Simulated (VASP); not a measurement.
Set up this calculation in VASP 6.6.1, as the native input.

| Item | Value |
| --- | --- |
| Task | single point |
| Functional | LDA |
| Potentials or basis | VASP PAW LDA potentials, release 64 (Au) |
| Cutoff | 520 eV |
| k mesh | 13 × 13 × 13 |
| Occupations | gaussian, width 0.1 eV |
| Spin | no spin polarisation |
| Dipole correction | no |
| Further INCAR settings | ALGO = Normal; EDIFF = 1e-07; NBANDS = 12 |

The structure of Au lies in POSCAR:

```
Au
1.0
    0.0000000000      2.0229622709      2.0229622709
    2.0229622709      0.0000000000      2.0229622709
    2.0229622709      2.0229622709      0.0000000000
Au
1
Direct
    0.0000000000      0.0000000000      0.0000000000
```

The input as run:

INCAR

```
PREC     = Accurate       # precision mode
ENCUT    = 520            # plane-wave cutoff, eV
EDIFF    = 1E-7           # SCF threshold, eV
ISMEAR   = 0              # smearing method
SIGMA    = 0.1            # smearing width, eV
LREAL    = False          # projectors in reciprocal space
LASPH    = True           # aspherical terms in the spheres
NELM     = 60             # most SCF steps
ALGO     = Normal         # electronic algorithm
ISIF     = 2              # what is computed and relaxed
LWAVE    = False          # write WAVECAR
LCHARG   = True           # write CHGCAR
GGA      = CA             # functional
LELF     = True           # ELF
LVHAR    = True         
NBANDS   = 12             # bands
```

KPOINTS

```
Automatic mesh
0
Gamma
  13 13 13
```

Potentials or basis: VASP PAW LDA potentials, release 64 (Au).

The run is started by

```sh
$ cat potpaw_LDA.64/Au/POTCAR > POTCAR
$ mpirun -np 1 vasp_std > vasp.out
```

Results of the run:

| Property | Result |
| --- | --- |
| Pressure | 0.4 GPa |

It took 7.3 s on 1 thread of Intel(R) Xeon(R) Platinum 8488C (Sapphire Rapids), on a shared host, peak memory 0.14 GiB.
